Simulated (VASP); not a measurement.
## SiC (Moissanite 6H): single point with RPBE+D3(BJ)

SiC (Moissanite 6H):

```
CELL_PARAMETERS angstrom
3.07423 0.00000 0.00000
-1.53711 2.66236 0.00000
0.00000 0.00000 15.06818
ATOMIC_POSITIONS crystal
Si 0.66667 0.33333 0.45830
Si 0.33333 0.66667 0.95830
Si 0.66667 0.33333 0.79170
Si 0.33333 0.66667 0.29170
Si 0.00000 0.00000 0.62500
Si 0.00000 0.00000 0.12500
C 0.66667 0.33333 0.33330
C 0.33333 0.66667 0.83330
C 0.66667 0.33333 0.66670
C 0.33333 0.66667 0.16670
C 0.00000 0.00000 0.50000
C 0.00000 0.00000 0.00000
```

```
Program                : VASP 6.6.1
Task                   : single point
Functional             : RPBE
Dispersion             : D3(BJ)
Potentials or basis    : VASP PAW PBE potentials, release 64 (Si, C)
Cutoff                 : 520 eV
k mesh                 : 10 × 10 × 2
Occupations            : fermi-dirac, width 0.05 eV
Spin                   : no spin polarisation
Dipole correction      : no
Further INCAR settings : ALGO = Normal; EDIFF = 1e-07; NBANDS = 36
```

```yaml
Pressure: -14.9 GPa
Largest_force: 0.144 eV/Å
Band_gap_on_the_k_mesh: 2.03 eV, indirect (least direct gap 3.12 eV)
Dispersion_energy_per_atom: -1.143 eV
```

Forces on the atoms (eV/Å):
```
Si   0.000  0.000  0.068
Si   0.000  0.000  0.068
Si   0.000  0.000  0.029
Si   0.000  0.000  0.029
Si   0.000  0.000  0.038
Si   0.000  0.000  0.038
C    0.000  0.000 -0.017
C    0.000  0.000 -0.017
C    0.000  0.000  0.026
C    0.000  0.000  0.026
C    0.000  0.000 -0.144
C    0.000  0.000 -0.144
```

Stress tensor (GPa, compression positive):
```
-15.16   0.00   0.00
  0.00 -15.16   0.00
  0.00   0.00 -14.51
```

Levels at points of the mesh, in eV from the valence-band top:
```tsv
k point	band 22	band 23	band 24	band 25	band 26	band 27
(0.00, 0.00, 0.00)	-0.04	0.00	0.00	5.26	5.43	5.84
(0.50, 0.00, 0.00)	-1.78	-1.67	-1.09	2.03	2.23	3.25
(0.00, 0.00, 0.50)	-0.10	-0.10	-0.10	5.32	5.32	6.07
(0.50, 0.00, 0.50)	-1.72	-1.30	-1.30	2.08	2.08	3.47
```

It took 3.2 min on 1 thread of AMD EPYC 7R13 (shared host), peak memory 0.26 GiB.

Caveat: the PAW data sets were made with another functional, which shifts forces and pressure a little. Expect the measured gap to be larger: semilocal functionals such as RPBE lack the derivative discontinuity.
